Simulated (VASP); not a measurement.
# Hf2TaN4 in VASP: further runs, part 2 of 2

VASP 6.6.1. Earlier steps stand in the parts before.

**3. Relaxation of cell and atoms, PBE**

This run uses another cell than the first one, of 14.44 Å³/atom.

The input, INCAR:

```
SYSTEM = Hf2TaN4
  ALGO = Normal
  EDIFF = 1E-6
  EDIFFG = -0.08
  ENCUT = 600
  GGA = PE
  IBRION = 2
  ISIF = 3
  ISMEAR = 0
  LASPH = .True.
  LCHARG = .False.
  LREAL = .False.
  LWAVE = .False.
  NELM = 80
  NSW = 36
  PREC = Accurate
  SIGMA = 0.15
```

The input, KPOINTS:

```
k-points
0
Gamma
  2 2 4
  0 0 0
```

The input, POSCAR:

```
Hf2TaN4
1.0
    3.3770517000     -4.6811961800      0.0000000000
    3.3770517000      4.6811961800      0.0000000000
    0.0000000000      0.0000000000      3.1976733600
Hf Ta N
2 1 4
Direct
    0.5000000000      0.0000000000      0.5000000000
    0.0000000000      0.5000000000      0.5000000000
    0.0000000000      0.0000000000      0.0000000000
    0.2291006300      0.7708993700      0.0000000000
    0.7708993700      0.2291006300      0.0000000000
    0.2173306000      0.2173306000      0.5000000000
    0.7826694000      0.7826694000      0.5000000000
```

Potentials or basis: VASP PAW PBE potentials, release 64 (Hf_pv, Ta_pv, N).

On the command line:

```
$ cat potpaw_PBE.64/Hf_pv/POTCAR potpaw_PBE.64/Ta_pv/POTCAR potpaw_PBE.64/N/POTCAR > POTCAR
$ mpirun -np 1 vasp_std > vasp.out
```

OUTCAR:

```text
SYSTEM = Hf2TaN4
   EDIFF = 1E-6
   EDIFFG = -0.08
   ENCUT = 600
   GGA = PE
   IBRION = 2
   ISIF = 3
   ISMEAR = 0
   LASPH = .True.
   LREAL = .False.
   NELM = 80
   NSW = 36
   PREC = Accurate

 ion  position               nearest neighbor table
   1  0.500  0.000  0.500-   4 2.33   5 2.33   4 2.33   5 2.33   6 2.35   7 2.35   3 3.30   3 3.30
                             3 3.30   3 3.30   2 3.38   2 3.38
   2  0.000  0.500  0.500-   4 2.33   5 2.33   4 2.33   5 2.33   6 2.35   7 2.35   3 3.30   3 3.30
                             3 3.30   3 3.30   1 3.38   1 3.38
   3  0.000  0.000  0.000-   4 2.14   5 2.14   6 2.17   7 2.17   6 2.17   7 2.17   1 3.30   2 3.30
                             1 3.30   2 3.30   2 3.30   2 3.30   1 3.30   1 3.30
   4  0.229  0.771  0.000-   3 2.14   2 2.33   1 2.33   1 2.33   2 2.33
   5  0.771  0.229  0.000-   3 2.14   2 2.33   1 2.33   1 2.33   2 2.33
   6  0.217  0.217  0.500-   3 2.17   3 2.17   1 2.35   2 2.35
   7  0.783  0.783  0.500-   3 2.17   3 2.17   1 2.35   2 2.35

  LATTYP: Found a base centered orthorhombic cell.
 ALAT       =     6.7541034000
 B/A-ratio  =     1.3861784171
 C/A-ratio  =     0.4734415763

  Lattice vectors:

 A1 = (   3.3770517000,  -4.6811961800,   0.0000000000)
 A2 = (   3.3770517000,   4.6811961800,   0.0000000000)
 A3 = (   0.0000000000,   0.0000000000,   3.1976733600)

Analysis of symmetry for initial positions (statically):
=====================================================================
 Subroutine PRICEL returns:
 Original cell was already a primitive cell.

 Routine SETGRP: Setting up the symmetry group for a
 base centered orthorhombic supercell.

 Subroutine GETGRP returns: Found  8 space group operations
 (whereof  8 operations were pure point group operations)
 out of a pool of  8 trial point group operations.

The static configuration has the point symmetry D_2h.

Analysis of symmetry for dynamics (positions and initial velocities):
=====================================================================
 Subroutine PRICEL returns:
 Original cell was already a primitive cell.

 Routine SETGRP: Setting up the symmetry group for a
 base centered orthorhombic supercell.

 Subroutine GETGRP returns: Found  8 space group operations
 (whereof  8 operations were pure point group operations)
 out of a pool of  8 trial point group operations.

The dynamic configuration has the point symmetry D_2h.

 Subroutine INISYM returns: Found  8 space group operations
 (whereof  8 operations are pure point group operations),
 and found     1 'primitive' translations

----------------------------------------------------------------------------------------

                                     Primitive cell

  volume of cell :     101.1017

  direct lattice vectors                    reciprocal lattice vectors
     3.377051700 -4.681196180  0.000000000     0.148058142 -0.106810307  0.000000000
     3.377051700  4.681196180  0.000000000     0.148058142  0.106810307  0.000000000
     0.000000000  0.000000000  3.197673360     0.000000000  0.000000000  0.312727376

  length of vectors
     5.772181205  5.772181205  3.197673360     0.182564112  0.182564112  0.312727376

  position of ions in fractional coordinates (direct lattice)
[... 47 lines left out ...]
  0.500000  0.000000  0.000000      2.000000
  0.500000  0.500000  0.000000      1.000000
  0.000000  0.000000  0.250000      2.000000
  0.500000  0.000000  0.250000      4.000000
  0.500000  0.500000  0.250000      2.000000
  0.000000  0.000000  0.500000      1.000000
  0.500000  0.000000  0.500000      2.000000
  0.500000  0.500000  0.500000      1.000000
   k-points           NKPTS =      9   k-points in BZ     NKDIM =      9   number of bands    NBANDS=     30
   number of dos      NEDOS =    301   number of ions     NIONS =      7
   total plane-waves  NPLWV =  64512
   dimension x,y,z NGX =    48 NGY =   48 NGZ =   28
   dimension x,y,z NGXF=    96 NGYF=   96 NGZF=   56
   ions per type =               2   1   4
[... 16 lines left out ...]
   IBRION =      2    ionic relax: 0-MD 1-quasi-New 2-CG
   NFREE  =      1    steps in history (QN), initial steepest desc. (CG)
   ISIF   =      3    stress and relaxation
   ISYM   =      2    0-nonsym 1-usesym 2-fastsym
   POTIM  = 0.5000    time-step for ionic-motion
   TEBEG  =    0.0;   TEEND  =   0.0 temperature during run
   PSTRESS=    0.0 pullay stress
   NELECT =      51.0000    total number of electrons
   NUPDOWN=      -1.0000    fix difference up-down
   EMIN   =  10.00;   EMAX   =-10.00  energy-range for DOS
   EFERMI =   0.00;   METHOD = LEGACY
   ISMEAR =     0;   SIGMA  =   0.15  broadening in eV -4-tet -1-fermi 0-gaus
   EFERMI_NEDOS =   21; number of points for ismear=-14 and -15
   IALGO  =     38    algorithm
   IMIX   =      4    mixing-type and parameters
     AMIX     =   0.40;   BMIX     =  1.00
     AMIX_MAG =   1.60;   BMIX_MAG =  1.00
  volume/ion in A,a.u.               =      14.44        97.47
  Fermi-wavevector in a.u.,A,eV,Ry     =   1.303203  2.462696 23.107285  1.698338
  Thomas-Fermi vector in A             =   2.434220
   LORBIT       =      0    0 simple, 1 ext, 2 COOP (PROOUT), +10 PAW based schemes
   GGA     = PE    functional components
   LHFCALC =     F    Hartree Fock is set to
   AEXX    =    0.0000 exact exchange contribution
   IVDW    =     0    specifies the selected vdW correction
   LEPSILON=     F    determine dielectric tensor
   LRPA    =     F    only Hartree local field effects (RPA)
 conjugate gradient relaxation of ions
 non-spin polarized calculation
 Gauss-broadening in eV      SIGMA  =   0.15
  energy-cutoff  :      600.00
  volume of cell :      101.10
 maximum number of plane-waves:      3392
 NGX is ok and might be reduce to    48
   NGX = 23   NGY = 23   NGZ = 13

--------------------------------------- Ionic step        1  -------------------------------------------

 number of electron      51.0000002 magnetization

 Free energy of the ion-electron system (eV)
  ---------------------------------------------------
  ext. energy  EPLUGINS =         0.00000000
  ---------------------------------------------------
  free energy    TOTEN  =       -73.85720198 eV

  energy without entropy =      -73.82475945  energy(sigma->0) =      -73.84098071

------------------------ aborting loop because EDIFF is reached ----------------------------------------

  FORCE on cell =-STRESS in cart. coord.  units (eV):
  Direction    XX          YY          ZZ          XY          YZ          ZX
  --------------------------------------------------------------------------------------
  -------------------------------------------------------------------------------------
  Total      -14.1217320    -15.2423186     -9.8482442     -0.0000000      0.0000000      0.0000000
  in kB     -223.7896013   -241.5477355   -156.0668798     -0.0000000      0.0000000      0.0000000
  external PRESSURE =    -207.1347389 kB  Pullay stress =       0.0000000 kB
[... 104 lines left out ...]
  FREE ENERGIE OF THE ION-ELECTRON SYSTEM (eV)
  ---------------------------------------------------
  free  energy   TOTEN  =       -74.6598499700 eV

  energy  without entropy=      -74.6226688155  energy(sigma->0) =      -74.64125939

[... ionic steps 4 to 9 ...]

--------------------------------------- Ionic step       10  -------------------------------------------

 number of electron      50.9999996 magnetization

------------------------ aborting loop because EDIFF is reached ----------------------------------------
[... 77 lines left out ...]
--------------------------------------- Ionic step       12  -------------------------------------------

 number of electron      50.9999995 magnetization

 Free energy of the ion-electron system (eV)
  ---------------------------------------------------
  ext. energy  EPLUGINS =         0.00000000
  ---------------------------------------------------
  free energy    TOTEN  =       -74.95977041 eV

  energy without entropy =      -74.94870141  energy(sigma->0) =      -74.95423591

 E-fermi :   6.0119     XC(G=0): -11.5824

 val. band max:        5.8805778066   @ k =   0.5000   0.5000   0.2500
 cond. band min:       6.1705519928   @ k =   0.5000   0.0000   0.0000
 fundamental gap:      0.2899741862
 Fermi energy:         6.0118537154

 k-point     1 :       0.0000    0.0000    0.0000
  band No.  band energies     occupation
      1     -29.9252      2.00000
      2     -29.8263      2.00000
      3     -29.7111      2.00000
      4     -25.8862      2.00000
      5     -25.5287      2.00000
      6     -25.4779      2.00000
[... 320 lines left out ...]
  FREE ENERGIE OF THE ION-ELECTRON SYSTEM (eV)
  ---------------------------------------------------
  free  energy   TOTEN  =       -74.9597704057 eV

  energy  without entropy=      -74.9487014103  energy(sigma->0) =      -74.95423591

 reached required accuracy - stopping structural energy minimisation
```

It took 8 min on 1 thread of Intel Xeon 8259CL, shared host; peak memory 0.28 GiB.

What came out:

- Free energy: -74.9598 eV
- Relaxed volume: 12.69 Å³/atom
- Relaxed cell: a = 5.432 Å, b = 5.432 Å, c = 3.154 Å, α = 90.00°, β = 90.00°, γ = 107.30°
- Space group after relaxing (to 0.1 Å): Cmmm (No. 65)
- Energy gained by relaxing: 157.5 meV/atom
- Ionic steps: 12
- Pressure after relaxing: 0.0 GPa
- Largest force after relaxing: 0.026 eV/Å
- Band gap on the k mesh: zero (an odd number of electrons rules out a gap without spin polarisation)

Forces on the atoms (eV/Å):
```
Hf   0.000  0.000  0.000
Hf   0.000  0.000  0.000
Ta   0.000  0.000  0.000
N    0.000 -0.026  0.000
N    0.000  0.026  0.000
N   -0.026  0.000  0.000
N    0.026  0.000  0.000
```

The path:
| step | energy change (eV) | largest force (eV/Å) | pressure (GPa) | volume (Å³) |
| --- | --- | --- | --- | --- |
| 1 | 0.0000 | 0.8005 | -20.71 | 101.10 |
| 2 | 1.5805 | 4.2343 | 62.54 | 76.13 |
| 3 | -0.8026 | 1.7835 | -0.35 | 90.95 |
| 4 | -0.8050 | 1.8358 | 0.78 | 90.52 |
| 5 | -1.0588 | 0.7129 | 0.63 | 89.00 |
| 6 | -1.0835 | 0.2280 | 0.86 | 88.30 |
| 7 | -1.0837 | 0.2529 | 0.83 | 88.36 |
| 8 | -1.0952 | 0.2297 | -1.21 | 89.11 |
| 9 | -1.0952 | 0.2290 | -1.17 | 89.09 |
| 10 | -1.1010 | 0.0179 | 0.63 | 88.61 |
| 11 | -1.1012 | 0.0458 | 0.36 | 88.68 |
| 12 | -1.1026 | 0.0256 | -0.03 | 88.86 |

Final structure:
```xyz
7
Lattice="3.2199 -4.3752 0.0000 3.2199 4.3752 0.0000 0.0000 0.0000 3.1537" Properties=species:S:1:pos:R:3 pbc="T T T"
Hf    4.8299    2.1876    1.5768
Hf    1.6100    2.1876    1.5768
Ta    3.2199    4.3752    0.0000
N     3.2199    2.2230    3.1537
N     3.2199   -2.2230    0.0000
N     1.3967    0.0000    1.5768
N     5.0431    0.0000    1.5768
```

Caveat: the k points lie up to 0.61 Å⁻¹ apart in the final cell, too coarse for converged energies and pressures of a metal; spin-orbit coupling is left out, which moves the levels of the heavy elements; an odd number of electrons without spin polarisation forces a metal; a magnetic or distorted state may lie lower.

**4. Single point, PBE**

The input, INCAR:

```
SYSTEM = Hf2TaN4
  PREC = Accurate
  ENCUT = 520
  EDIFF = 1E-6
  ISMEAR = 0
  SIGMA = 0.2
  LREAL = .FALSE.
  LASPH = .TRUE.
  NELM = 80
  ALGO = Normal
  ISIF = 2
  LWAVE = .FALSE.
  LCHARG = .FALSE.
  GGA = PE
  NBANDS = 34
```

The input, KPOINTS:

```
regular mesh
0
G
  8 4 4
  0 0 0
```

The input, POSCAR:

```
Hf2TaN4
1.0
    0.0000000000      0.0000000000      3.1508633794
    3.2308728467     -4.3946959443      0.0000000000
    3.2308728467      4.3946959443      0.0000000000
Hf Ta N
2 1 4
Direct
    0.5000000000      0.5000000000      0.0000000000
    0.5000000000      0.0000000000      0.5000000000
    0.0000000000      0.0000000000      0.0000000000
    0.0000000000      0.2432838415      0.7567161585
    0.0000000000      0.7567161585      0.2432838415
    0.5000000000      0.2167850987      0.2167850987
    0.5000000000      0.7832149013      0.7832149013
```

On the command line:

```
$ cat potpaw_PBE.64/Hf_pv/POTCAR potpaw_PBE.64/Ta_pv/POTCAR potpaw_PBE.64/N/POTCAR > POTCAR
$ mpirun -np 1 vasp_std > vasp.out
```

Run time: 2.6 min. Hardware: 1 thread of Intel Xeon 8259CL, shared host; peak memory 0.26 GiB.

It converged, with:

```
Free energy            : -74.9999 eV
Pressure               : -1.1 GPa
Largest force          : 0.054 eV/Å
Band gap on the k mesh : zero (an odd number of electrons rules out a gap without spin polarisation)
```

Forces on the atoms (eV/Å):
```
Hf   0.000  0.000  0.000
Hf   0.000  0.000  0.000
Ta   0.000  0.000  0.000
N    0.000  0.054  0.000
N    0.000 -0.054  0.000
N    0.044  0.000  0.000
N   -0.044  0.000  0.000
```

Stress tensor (GPa, compression positive):
```
-1.01  0.00  0.00
 0.00 -1.49  0.00
 0.00  0.00 -0.79
```

Levels at points of the mesh, in eV from the Fermi level:
```tsv
k point	band 21	band 22	band 23	band 24	band 25	band 26	band 27	band 28	band 29	band 30
(0.00, 0.00, 0.00)	-2.60	-2.51	-1.80	-1.54	-1.35	-1.31	0.78	1.35	1.45	3.55
(0.50, 0.00, 0.00)	-4.07	-4.04	-3.89	-2.76	-2.67	1.36	2.38	2.59	2.68	2.92
(0.00, 0.50, 0.00)	-4.11	-3.90	-3.60	-1.81	-1.32	0.51	0.67	1.30	1.58	2.19
(0.50, 0.50, 0.00)	-4.06	-3.78	-3.62	-2.73	-2.10	0.00	1.11	2.36	2.46	3.01
(0.00, 0.50, 0.50)	-3.82	-2.98	-2.18	-2.18	-2.11	-1.65	1.08	2.07	2.96	3.02
(0.50, 0.50, 0.50)	-3.37	-2.38	-2.23	-2.22	-2.14	-1.71	-0.64	3.04	4.19	4.23
```

Caveat: spin-orbit coupling is left out, which moves the levels of the heavy elements; an odd number of electrons without spin polarisation forces a metal; a magnetic or distorted state may lie lower.

**5. Single point, PBE**

The input, INCAR:

```
SYSTEM = Hf2TaN4
ALGO = Normal
EDIFF = 1E-6
ENCUT = 520
GGA = PE
ISIF = 2
ISMEAR = 0
LASPH = .TRUE.
LCHARG = .TRUE.
LELF = .TRUE.
LREAL = .FALSE.
LVHAR = .TRUE.
LWAVE = .FALSE.
NBANDS = 34
NELM = 100
PREC = Accurate
SIGMA = 0.2
```

The input, KPOINTS:

```
k-points
0
G
  8 4 4
  0 0 0
```

The input, POSCAR:

```
Hf2TaN4
1.0
    0.0000004788      0.0000152427      3.1526492674
    3.2307210110     -4.3935328946     -0.0000877895
    3.2305976800      4.3934650079      0.0001024859
Hf Ta N
2 1 4
Direct
    0.4999973191      0.4999867209      0.0000272757
    0.5000026112      0.0000222275      0.4999976989
    0.0000117321     -0.0000253539     -0.0000216387
    0.0000017661      0.2427600966      0.7572469149
   -0.0000006675      0.7572503383      0.2427573695
    0.4999909717      0.2168399170      0.2168302977
    0.4999962674      0.7831660536      0.7831620820
```

On the command line:

```
$ cat potpaw_PBE.64/Hf_pv/POTCAR potpaw_PBE.64/Ta_pv/POTCAR potpaw_PBE.64/N/POTCAR > POTCAR
$ mpirun -np 1 vasp_std > vasp.out
```

Run time: 4.7 min. Hardware: 1 thread of Intel Xeon 8259CL, shared host; peak memory 0.33 GiB.

It converged, with:

| Item | Value |
| --- | --- |
| Free energy | -75.0001 eV |
| Pressure | -1.0 GPa |
| Largest force | 0.049 eV/Å |
| Band gap on the k mesh | zero (an odd number of electrons rules out a gap without spin polarisation) |

Forces in eV/Å, atoms in the order of the input:
```
Hf   0.000 -0.001  0.000
Hf   0.000  0.000  0.000
Ta   0.000  0.000  0.000
N    0.000 -0.017  0.000
N    0.000  0.018  0.000
N    0.049  0.001  0.000
N   -0.049  0.000  0.000
```

Levels at points of the mesh, in eV from the Fermi level:
```tsv
k point	band 22	band 23	band 24	band 25	band 26	band 27	band 28	band 29
(0.00, 0.00, 0.00)	-2.52	-1.80	-1.54	-1.36	-1.31	0.78	1.34	1.45
(0.50, 0.00, 0.00)	-4.03	-3.89	-2.76	-2.67	1.37	2.38	2.59	2.68
(0.00, 0.50, 0.00)	-3.91	-3.60	-1.81	-1.32	0.51	0.67	1.31	1.57
(0.50, 0.50, 0.00)	-3.79	-3.63	-2.73	-2.10	0.01	1.12	2.36	2.46
(0.00, 0.00, 0.50)	-3.91	-3.60	-1.81	-1.32	0.51	0.67	1.31	1.57
(0.50, 0.00, 0.50)	-3.79	-3.63	-2.73	-2.10	0.01	1.12	2.36	2.46
(0.00, 0.50, 0.50)	-3.00	-2.19	-2.19	-2.11	-1.65	1.07	2.08	2.96
(0.50, 0.50, 0.50)	-2.39	-2.23	-2.22	-2.15	-1.70	-0.64	3.03	4.19
```

Caveat: spin-orbit coupling is left out, which moves the levels of the heavy elements; an odd number of electrons without spin polarisation forces a metal; a magnetic or distorted state may lie lower.

**6. Single point, PBE**

The input, INCAR:

```
SYSTEM = Hf2TaN4
  PREC = Accurate
  ENCUT = 520
  EDIFF = 1E-6
  ISMEAR = 0
  SIGMA = 0.1
  LREAL = .False.
  LASPH = .True.
  NELM = 100
  ALGO = Normal
  ISIF = 2
  LWAVE = .False.
  LCHARG = .True.
  GGA = PE
  LELF = .True.
  LVHAR = .True.
  NBANDS = 34
```

The input, KPOINTS:

```
Automatic mesh
0
Gamma
  6 6 10
  0 0 0
```

The input, POSCAR:

```
Hf2TaN4
1.0
    3.2308728467     -4.3946959443      0.0000000000
    3.2308728467      4.3946959443      0.0000000000
    0.0000000000      0.0000000000      3.1508633794
Hf Ta N
2 1 4
Direct
    0.5000000000      0.0000000000      0.5000000000
    0.0000000000      0.5000000000      0.5000000000
    0.0000000000      0.0000000000      0.0000000000
    0.2432838415      0.7567161585      0.0000000000
    0.7567161585      0.2432838415      0.0000000000
    0.2167850987      0.2167850987      0.5000000000
    0.7832149013      0.7832149013      0.5000000000
```

Potentials or basis: VASP PAW PBE potentials, release 64 (Hf_pv, Ta_pv, N).

On the command line:

```
$ cat potpaw_PBE.64/Hf_pv/POTCAR potpaw_PBE.64/Ta_pv/POTCAR potpaw_PBE.64/N/POTCAR > POTCAR
$ mpirun -np 1 vasp_std > vasp.out
```

Run time: 6 min. Hardware: 1 thread of Intel Xeon 8259CL, shared host; peak memory 0.35 GiB.

The run converged. Its results:

```
Free energy            : -74.9753 eV
Pressure               : -1.0 GPa
Largest force          : 0.049 eV/Å
Band gap on the k mesh : zero (an odd number of electrons rules out a gap without spin polarisation)
```

Forces in eV/Å, atoms in the order of the input:
```
Hf   0.000  0.000  0.000
Hf   0.000  0.000  0.000
Ta   0.000  0.000  0.000
N    0.000 -0.017  0.000
N    0.000  0.017  0.000
N    0.049  0.000  0.000
N   -0.049  0.000  0.000
```

Stress tensor (GPa, compression positive):
```
-1.05  0.00  0.00
 0.00 -1.11  0.00
 0.00  0.00 -0.99
```

Levels at points of the mesh, in eV from the Fermi level:
| k point | band 22 | band 23 | band 24 | band 25 | band 26 | band 27 | band 28 | band 29 | band 30 | band 31 |
| --- | --- | --- | --- | --- | --- | --- | --- | --- | --- | --- |
| (0.00, 0.00, 0.00) | -2.58 | -1.87 | -1.59 | -1.40 | -1.35 | 0.73 | 1.31 | 1.39 | 3.47 | 3.73 |
| (0.50, 0.00, 0.00) | -3.97 | -3.65 | -1.85 | -1.37 | 0.45 | 0.60 | 1.25 | 1.53 | 2.14 | 3.39 |
| (0.50, 0.50, 0.00) | -3.04 | -2.23 | -2.22 | -2.17 | -1.72 | 1.04 | 2.02 | 2.92 | 2.95 | 2.99 |
| (0.00, 0.00, 0.50) | -4.09 | -3.94 | -2.80 | -2.73 | 1.31 | 2.32 | 2.54 | 2.62 | 2.85 | 2.89 |
| (0.50, 0.00, 0.50) | -3.83 | -3.67 | -2.78 | -2.15 | -0.05 | 1.06 | 2.30 | 2.40 | 2.97 | 4.18 |
| (0.50, 0.50, 0.50) | -2.45 | -2.28 | -2.27 | -2.19 | -1.77 | -0.70 | 3.00 | 4.13 | 4.17 | 4.23 |

Caveat: spin-orbit coupling is left out, which moves the levels of the heavy elements; an odd number of electrons without spin polarisation forces a metal; a magnetic or distorted state may lie lower.

**7. The runs side by side**

| task | cell | k mesh | cutoff (eV) | smearing | gap on the mesh (eV) | pressure (GPa) | largest force (eV/Å) |
| --- | --- | --- | --- | --- | --- | --- | --- |
| single point | a = 5.447, b = 5.447, c = 3.157 Å, angles 90.0, 90.0, 107.3°, 7 atoms, atomic positions A | 2 × 2 × 4 | 520 | gaussian 0.15 eV | none | -1.3 | 0.01 |
| relaxation of cell and atoms | relaxed from a = 5.772, b = 5.772, c = 3.198 Å, angles 90.0, 90.0, 108.4°, 7 atoms, atomic positions B | 2 × 2 × 4 | 600 | gaussian 0.15 eV | none | 0.0 | 0.03 |
| single point | a = 3.151, b = 5.455, c = 5.455 Å, angles 107.4, 90.0, 90.0°, 7 atoms, atomic positions C | 8 × 4 × 4 | 520 | gaussian 0.2 eV | none | -1.1 | 0.05 |
| single point | a = 3.153, b = 5.454, c = 5.453 Å, angles 107.3, 90.0, 90.0°, 7 atoms, atomic positions D | 8 × 4 × 4 | 520 | gaussian 0.2 eV | none | -1.0 | 0.05 |
| single point | a = 5.455, b = 5.455, c = 3.151 Å, angles 90.0, 90.0, 107.4°, 7 atoms, atomic positions C | 6 × 6 × 10 | 520 | gaussian 0.1 eV | none | -1.0 | 0.05 |

Alike in all rows: level PBE; potentials or basis VASP PAW PBE potentials, release 64 (Hf_pv, Ta_pv, N); no spin polarisation.

Caveats: some runs use coarse meshes; spin-orbit coupling is left out, which moves the levels of the heavy elements; an odd number of electrons without spin polarisation forces a metal; a magnetic or distorted state may lie lower.

Absolute energies hang on the potentials; compare differences alone.

The gap in the log of VASP goes by the Fermi energy; the results here count the filled bands.